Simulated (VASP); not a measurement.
Write the native input for VASP 6.6.1 that does the following.

* Task: relaxation of shape and atoms at fixed volume
* Functional: r2SCAN
* Potentials or basis: VASP PAW PBE potentials, release 64 (Zn, S)
* Cutoff: 600 eV
* k mesh: 6 × 6 × 4
* Occupations: gaussian, width 0.02 eV
* Spin: no spin polarisation
* Dipole correction: no
* Further INCAR settings: ALGO = Normal; EDIFF = 1e-06; IBRION = 2; EDIFFG = -0.01; NSW = 50; ISIF = 4

Crystal: ZnS.

```
Zn S
1.0
     3.76827    0.00000    0.00000
    -1.88413    3.26342    0.00000
     0.00000    0.00000    6.18264
Zn S
2 2
Direct
  0.33333 0.66667 0.00539
  0.66667 0.33333 0.50539
  0.33333 0.66667 0.37961
  0.66667 0.33333 0.87961
```

One way to write it, as run:

POSCAR

```
ZnS
1.0
    3.7682673934      0.0000000000      0.0000000000
   -1.8841336967      3.2634152910      0.0000000000
    0.0000000000      0.0000000000      6.1826427157
Zn S
2 2
Direct
    0.3333333333      0.6666666667      0.0053880705
    0.6666666667      0.3333333333      0.5053880705
    0.3333333333      0.6666666667      0.3796119295
    0.6666666667      0.3333333333      0.8796119295
```

INCAR.step1

```
ALGO     = Normal         # electronic algorithm
EDIFF    = 1E-4           # SCF threshold, eV
ENCUT    = 600            # plane-wave cutoff, eV
GGA      = PE             # functional
ISMEAR   = 0              # smearing method
LASPH    = T              # aspherical terms in the spheres
LCHARG   = F              # write CHGCAR
LREAL    = F              # projectors in reciprocal space
LWAVE    = T              # write WAVECAR
NELM     = 100            # most SCF steps
PREC     = Accurate       # precision mode
SIGMA    = 0.02           # smearing width, eV
```

INCAR.step2

```
ALGO     = Normal         # electronic algorithm
EDIFF    = 1E-6           # SCF threshold, eV
EDIFFG   = -0.01          # ionic threshold
ENCUT    = 600            # plane-wave cutoff, eV
IBRION   = 2              # ionic algorithm
ISIF     = 4              # what is computed and relaxed
ISMEAR   = 0              # smearing method
ISTART   = 1            
LASPH    = T              # aspherical terms in the spheres
LCHARG   = F              # write CHGCAR
LMIXTAU  = T            
LREAL    = F              # projectors in reciprocal space
LWAVE    = F              # write WAVECAR
METAGGA  = R2SCAN         # meta-GGA
NELM     = 100            # most SCF steps
NSW      = 50             # ionic steps
PREC     = Accurate       # precision mode
SIGMA    = 0.02           # smearing width, eV
```

KPOINTS

```
k-points
0
Gamma
  6 6 4
```

Potentials or basis: VASP PAW PBE potentials, release 64 (Zn, S).

Command:

```bash
$ cat potpaw_PBE.64/Zn/POTCAR potpaw_PBE.64/S/POTCAR > POTCAR
$ cp INCAR.step1 INCAR
$ mpirun -np 1 vasp_std > vasp.out
$ cp INCAR.step2 INCAR
$ mpirun -np 1 vasp_std > vasp.out
```

It gave:

The pressure after relaxing is 2.6 GPa and the largest force after relaxing is 0.009 eV/Å. The band gap on the k mesh is 2.93 eV.

Caveat: the relaxation stopped at its first step, so nothing moved; the PAW data sets were made with another functional, which shifts forces and pressure a little.

It took 2.4 min on 1 thread of AMD EPYC 7R13 Processor (Zen 3) (shared host), peak memory 0.19 GiB.
